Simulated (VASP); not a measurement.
# CaS (Fm-3m) in VASP: notebook, part 2 of 3

VASP 6.6.1. Earlier steps stand in the parts before.

## 4. Single point, PBE-based global hybrid

The input, POSCAR:

```
CaS
1.0
    0.0000000000      2.8479451031      2.8479451031
    2.8479451031      0.0000000000      2.8479451031
    2.8479451031      2.8479451031      0.0000000000
Ca S
1 1
Direct
    0.0000000000      0.0000000000      0.0000000000
    0.5000000000      0.5000000000      0.5000000000
```

The input, INCAR.step1:

```
SYSTEM = CaS
PREC = Accurate
ENCUT = 400
EDIFF = 1E-5
ISMEAR = 0
SIGMA = 0.01
LREAL = .FALSE.
LASPH = .TRUE.
NELM = 120
ALGO = Normal
ISIF = 2
LWAVE = .TRUE.
LCHARG = .FALSE.
NBANDS = 15
GGA = PE
GGA_COMPAT = .FALSE.
```

The input, INCAR.step2:

```
SYSTEM = CaS
PREC = Accurate
ENCUT = 400
EDIFF = 1E-6
ISMEAR = 0
SIGMA = 0.01
LREAL = .FALSE.
LASPH = .TRUE.
NELM = 120
ALGO = Normal
ISIF = 2
LWAVE = .FALSE.
LCHARG = .FALSE.
GGA = PE
LHFCALC = .TRUE.
AEXX = 0.05
PRECFOCK = Normal
NBANDS = 15
ISTART = 1
GGA_COMPAT = .FALSE.
```

The input, KPOINTS:

```
regular mesh
0
G
  4 4 4
  0 0 0
```

Potentials or basis: VASP PAW PBE potentials, release 64 (Ca_sv, S).

Started as:

```
cat potpaw_PBE.64/Ca_sv/POTCAR potpaw_PBE.64/S/POTCAR > POTCAR
cp INCAR.step1 INCAR
mpirun -np 1 vasp_std > vasp.out
cp INCAR.step2 INCAR
mpirun -np 1 vasp_std > vasp.out
```

OUTCAR:

```text
SYSTEM = CaS
   PREC = Accurate
   ENCUT = 400
   EDIFF = 1E-6
   ISMEAR = 0
   LREAL = .FALSE.
   LASPH = .TRUE.
   NELM = 120
   ISIF = 2
   GGA = PE
   LHFCALC = .TRUE.
   AEXX = 0.05
   PRECFOCK = Normal
   ISTART = 1

 ion  position               nearest neighbor table
   1  0.000  0.000  0.000-   2 2.85   2 2.85   2 2.85   2 2.85   2 2.85   2 2.85
   2  0.500  0.500  0.500-   1 2.85   1 2.85   1 2.85   1 2.85   1 2.85   1 2.85

  LATTYP: Found a face centered cubic cell.
 ALAT       =     5.6958902062

  Lattice vectors:

 A1 = (   0.0000000000,   2.8479451031,   2.8479451031)
 A2 = (   2.8479451031,   0.0000000000,   2.8479451031)
 A3 = (   2.8479451031,   2.8479451031,   0.0000000000)

Analysis of symmetry for initial positions (statically):
=====================================================================
 Subroutine PRICEL returns:
 Original cell was already a primitive cell.

 Routine SETGRP: Setting up the symmetry group for a
 face centered cubic supercell.

 Subroutine GETGRP returns: Found 48 space group operations
 (whereof 48 operations were pure point group operations)
 out of a pool of 48 trial point group operations.

The static configuration has the point symmetry O_h .

Analysis of symmetry for dynamics (positions and initial velocities):
=====================================================================
 Subroutine PRICEL returns:
 Original cell was already a primitive cell.

 Routine SETGRP: Setting up the symmetry group for a
 face centered cubic supercell.

 Subroutine GETGRP returns: Found 48 space group operations
 (whereof 48 operations were pure point group operations)
 out of a pool of 48 trial point group operations.

The dynamic configuration has the point symmetry O_h .

 Subroutine INISYM returns: Found 48 space group operations
 (whereof 48 operations are pure point group operations),
 and found     1 'primitive' translations

----------------------------------------------------------------------------------------

                                     Primitive cell

  volume of cell :      46.1982

  direct lattice vectors                    reciprocal lattice vectors
     0.000000000  2.847945103  2.847945103    -0.175565182  0.175565182  0.175565182
     2.847945103  0.000000000  2.847945103     0.175565182 -0.175565182  0.175565182
     2.847945103  2.847945103  0.000000000     0.175565182  0.175565182 -0.175565182

  length of vectors
     4.027602590  4.027602590  4.027602590     0.304087815  0.304087815  0.304087815

  position of ions in fractional coordinates (direct lattice)
     0.000000000  0.000000000  0.000000000
     0.500000000  0.500000000  0.500000000

  ion indices of the primitive-cell ions
   primitive index   ion index
                 1           1
                 2           2

----------------------------------------------------------------------------------------

 KPOINTS: regular mesh

Automatic generation of k-mesh.
 Grid dimensions read from file:
 generate k-points for:    4    4    4

 Generating k-lattice:

  Cartesian coordinates                     Fractional coordinates (reciprocal lattice)
    -0.043891295  0.043891295  0.043891295     0.250000000  0.000000000  0.000000000
     0.043891295 -0.043891295  0.043891295     0.000000000  0.250000000  0.000000000
     0.043891295  0.043891295 -0.043891295     0.000000000  0.000000000  0.250000000
[... 33 lines left out ...]
   ICHARG =      0    charge: 1-file 2-atom 10-const
   ISPIN  =      1    spin polarized calculation?
   LNONCOLLINEAR =      F non collinear calculations
   LSORBIT =      F    spin-orbit coupling
   LASPH  =      T    aspherical Exc in radial PAW
   ENCUT  =  400.0 eV  29.40 Ry    5.42 a.u.   6.57  6.57  6.57*2*pi/ulx,y,z
   NELM   =    120;   NELMIN=  2; NELMDL=  0     # of ELM steps
   EDIFF  = 0.1E-05   stopping-criterion for ELM
   LREAL  =      F    real-space projection
   EDIFFG = 0.1E-04   stopping-criterion for IOM
   NSW    =      0    number of steps for IOM
   IBRION =     -1    ionic relax: 0-MD 1-quasi-New 2-CG
   NFREE  =      0    steps in history (QN), initial steepest desc. (CG)
   ISIF   =      2    stress and relaxation
   ISYM   =      3    0-nonsym 1-usesym 2-fastsym
   POTIM  = 0.5000    time-step for ionic-motion
   TEBEG  =    0.0;   TEEND  =   0.0 temperature during run
   PSTRESS=    0.0 pullay stress
   NELECT =      16.0000    total number of electrons
   NUPDOWN=      -1.0000    fix difference up-down
   EMIN   =  10.00;   EMAX   =-10.00  energy-range for DOS
   EFERMI =   0.00;   METHOD = LEGACY
   ISMEAR =     0;   SIGMA  =   0.01  broadening in eV -4-tet -1-fermi 0-gaus
   EFERMI_NEDOS =   21; number of points for ismear=-14 and -15
   IALGO  =     38    algorithm
   IMIX   =      1    mixing-type and parameters
     AMIX     =   0.40;   BMIX     =  1.00
     AMIX_MAG =   1.60;   BMIX_MAG =  1.00
  volume/ion in A,a.u.               =      23.10       155.88
  Fermi-wavevector in a.u.,A,eV,Ry     =   1.149670  2.172561 17.983381  1.321741
  Thomas-Fermi vector in A             =   2.286338
   LORBIT       =      0    0 simple, 1 ext, 2 COOP (PROOUT), +10 PAW based schemes
   GGA     = PE    functional components
   LHFCALC =     T    Hartree Fock is set to
   PRECFOCK=normal    Normal, Fast or Accurate (Low or Medium for compatibility)
   ENCUT4O =  -1.0   cutoff for four orbital integrals eV
   NKREDX  =     1    reduce k-point grid by
   NKREDY  =     1    reduce k-point grid by
   NKREDZ  =     1    reduce k-point grid by
   AEXX    =    0.0500 exact exchange contribution
   HFSCREEN=    0.0000 screening length (either q_TF or 0.3 A-1)
   HFSCREENC=   0.0000 screening length for correlation (either q_TF or 0.3 A-1)
   ENCUTFOCK=  -1.0 apply spherical cutoff to Coloumb kernel
   IVDW    =     0    specifies the selected vdW correction
   LEPSILON=     F    determine dielectric tensor
   LRPA    =     F    only Hartree local field effects (RPA)
 non-spin polarized calculation
 Gauss-broadening in eV      SIGMA  =   0.01
  energy-cutoff  :      400.00
  volume of cell :       46.20
 maximum number of plane-waves:       869
 NGX is ok and might be reduce to    28
  NGX = 20; NGY = 20; NGZ = 20

 number of electron      15.9999999 magnetization

 Free energy of the ion-electron system (eV)
  ---------------------------------------------------
  ext. energy  EPLUGINS =         0.00000000
  ---------------------------------------------------
  free energy    TOTEN  =       -10.72166834 eV

  energy without entropy =      -10.72166834  energy(sigma->0) =      -10.72166834

 E-fermi :   2.6870     XC(G=0):  -8.9203

 val. band max:        2.5360259175   @ k =   0.0000   0.0000   0.0000
 cond. band min:       5.2394860455   @ k =   0.5000   0.5000   0.0000
 fundamental gap:      2.7034601280
 Fermi energy:         2.6870060456

 k-point     1 :       0.0000    0.0000    0.0000
  band No.  band energies     occupation
      1     -37.2902      2.00000
      2     -17.9733      2.00000
      3     -17.9733      2.00000
      4     -17.9733      2.00000
      5      -9.0364      2.00000
      6       2.5360      2.00000
      7       2.5360      2.00000
      8       2.5360      2.00000
      9       7.0216      0.00000
     10       7.1042      0.00000
     11       7.1042      0.00000
     12       7.1042      0.00000
     13       7.7091      0.00000
     14       7.7091      0.00000
[... 113 lines left out ...]
      2     -18.0605      2.00000
      3     -18.0605      2.00000
      4     -18.0329      2.00000
      5      -8.2754      2.00000
      6       0.7108      2.00000
      7       0.7108      2.00000
      8       0.9543      2.00000
      9       7.7696      0.00000
     10       7.7696      0.00000
     11       8.9485      0.00000
     12       9.4354      0.00000
     13       9.8342      0.00000
     14      12.3148      0.00000
     15      13.0220      0.00000

------------------------ aborting loop because EDIFF is reached ----------------------------------------

  FORCE on cell =-STRESS in cart. coord.  units (eV):
  Direction    XX          YY          ZZ          XY          YZ          ZX
  --------------------------------------------------------------------------------------
  -------------------------------------------------------------------------------------
  Total        0.1829298      0.1829298      0.1829298      0.0000000      0.0000000      0.0000000
  in kB        6.3441011      6.3441011      6.3441011      0.0000000      0.0000000      0.0000000
  external PRESSURE =       6.3441011 kB  Pullay stress =       0.0000000 kB

 VOLUME and BASIS-vectors are now :
 -----------------------------------------------------------------------------
  energy-cutoff  :      400.00
  volume of cell :       46.20
      direct lattice vectors                 reciprocal lattice vectors
     0.000000000  2.847945103  2.847945103    -0.175565182  0.175565182  0.175565182
     2.847945103  0.000000000  2.847945103     0.175565182 -0.175565182  0.175565182
     2.847945103  2.847945103  0.000000000     0.175565182  0.175565182 -0.175565182

 POSITION                                       TOTAL-FORCE (eV/Angst)
 -----------------------------------------------------------------------------------
      0.00000      0.00000      0.00000         0.000000      0.000000      0.000000
      2.84795      2.84795      2.84795        -0.000000     -0.000000     -0.000000
 -----------------------------------------------------------------------------------
    total drift:                                0.000000      0.000000      0.000000

  FREE ENERGIE OF THE ION-ELECTRON SYSTEM (eV)
  ---------------------------------------------------
  free  energy   TOTEN  =       -10.7216683445 eV

  energy  without entropy=      -10.7216683445  energy(sigma->0) =      -10.72166834
```

Wall time 91 s (1 thread of Intel Xeon Platinum 8488C (Sapphire Rapids), shared host); peak memory 0.16 GiB.

Results:

```yaml
Free_energy: -10.7217 eV
Pressure: 0.6 GPa
Band_gap_on_the_k_mesh: 2.70 eV, indirect (least direct gap 3.53 eV)
```

Caveat: the k points lie up to 0.48 Å⁻¹ apart; the PAW data sets were made with another functional, which shifts forces and pressure a little. A k mesh can miss the band edges.

(Continued in part 3 of 3.)
